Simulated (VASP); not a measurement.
Write the native input for VASP 6.6.1 that does the following.

- Task: single point
- Functional: PBE
- Potentials or basis: VASP PAW PBE potentials, release 64 (Si, C)
- Cutoff: 520 eV
- k mesh: 12 × 12 × 4
- Occupations: gaussian, width 0.05 eV
- Spin: no spin polarisation
- Dipole correction: no
- Further INCAR settings: ALGO = Normal; EDIFF = 1e-06; NBANDS = 26

The structure of SiC lies in POSCAR:

```
SiC
1.0
    3.1483286328     -0.0202114392     -0.0014014449
   -1.5916679361      2.6427492491     -0.0417351605
   -0.0045879635     -0.1604155804     10.0105809274
Si C
4 4
Direct
    0.6624778402      0.3925972928      0.9388904100
    0.3240793083      0.6772213531      0.4519676289
    0.0507945601      0.0021475661      0.6799895202
   -0.0089377541     -0.0667193179      0.1835037064
    0.6554504587      0.3506671928      0.7555091781
    0.2881717953      0.6637237955      0.2443635522
    0.0381230937      0.0344538641      0.5064916462
   -0.0101593022     -0.0540917466     -0.0087176421
```

This cell differs from its parent crystal: atoms moved at random and the cell strained at random.

These files were run (other wordings do the same):

INCAR

```
SYSTEM = SiC
ALGO = Normal
EDIFF = 1E-6
ENCUT = 520
GGA = PE
ISIF = 2
ISMEAR = 0
LASPH = .True.
LCHARG = .False.
LREAL = .False.
LWAVE = .False.
NBANDS = 26
NELM = 60
PREC = Accurate
SIGMA = 0.05
```

KPOINTS

```
k-points
0
Gamma
  12 12 4
  0 0 0
```

Potentials or basis: VASP PAW PBE potentials, release 64 (Si, C).

Run with:

```console
$ cat potpaw_PBE.64/Si/POTCAR potpaw_PBE.64/C/POTCAR > POTCAR
$ mpirun -np 1 vasp_std > vasp.out
```

Results of the run:

| Property | Result |
| --- | --- |
| Pressure | 16.4 GPa |
| Largest force | 12.191 eV/Å |
| Band gap on the k mesh | 0.54 eV (least direct gap 2.09 eV) |

Caveat: the cell differs from its parent crystal (atoms moved at random and the cell strained at random); the cell stands under pressure; forces of over 1 eV/Å act on the atoms, so gaps and moduli don't describe the material at rest.

Wall time 6.6 min on 1 thread of Intel(R) Xeon(R) Platinum 8259CL CPU @ 2.50GHz (Skylake/Cascade Lake), on a shared host, peak memory 0.54 GiB.
